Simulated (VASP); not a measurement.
Write the native input for VASP 6.6.1 that does the following.

* Task: single point
* Functional: PBE
* Dispersion: D3(BJ)
* Potentials or basis: VASP PAW PBE potentials, release 64 (Ti_sv, O)
* Cutoff: 600 eV
* k mesh: 6 × 6 × 8
* Occupations: gaussian, width 0.05 eV
* Spin: no spin polarisation
* Dipole correction: no
* Further INCAR settings: ALGO = Normal; EDIFF = 1e-06; NBANDS = 33

The structure of TiO2 lies in POSCAR:

```
TiO2
1.0
    4.6165832455      0.0000000000      0.0000000000
    0.0000000000      4.6165832455      0.0000000000
    0.0000000000      0.0000000000      2.9616115356
Ti O
2 4
Direct
    0.0000000000      0.0000000000      0.0000000000
    0.5000000000      0.5000000000      0.5000000000
    0.3043388836      0.3043388836      0.0000000000
    0.8043388836      0.1956611164      0.5000000000
    0.1956611164      0.8043388836      0.5000000000
    0.6956611164      0.6956611164      0.0000000000
```

The input as run:

INCAR

```
PREC = Accurate ; ENCUT = 600
EDIFF = 1E-6 ; ISMEAR = 0
SIGMA = 0.05 ; LREAL = False
LASPH = True ; NELM = 120
ALGO = Normal ; ISIF = 2
LWAVE = False ; LCHARG = False
GGA = PE ; IVDW = 12
NBANDS = 33 ; GGA_COMPAT = False
```

KPOINTS

```
Automatic mesh
0
Gamma
  6 6 8
```

Potentials or basis: VASP PAW PBE potentials, release 64 (Ti_sv, O).

Run with:

```console
$ cat potpaw_PBE.64/Ti_sv/POTCAR potpaw_PBE.64/O/POTCAR > POTCAR
$ mpirun -np 1 vasp_std > vasp.out
```

It gave:

```json
{
  "Pressure": "-1.1 GPa",
  "Largest force": "0.011 eV/Å",
  "Band gap on the k mesh": "1.83 eV, direct",
  "Dispersion energy per atom": "-0.246 eV"
}
```

Caveat: three body term missing.

Wall time 100 s on 1 thread of Intel Xeon 6975P-C (shared host), peak memory 0.26 GiB.
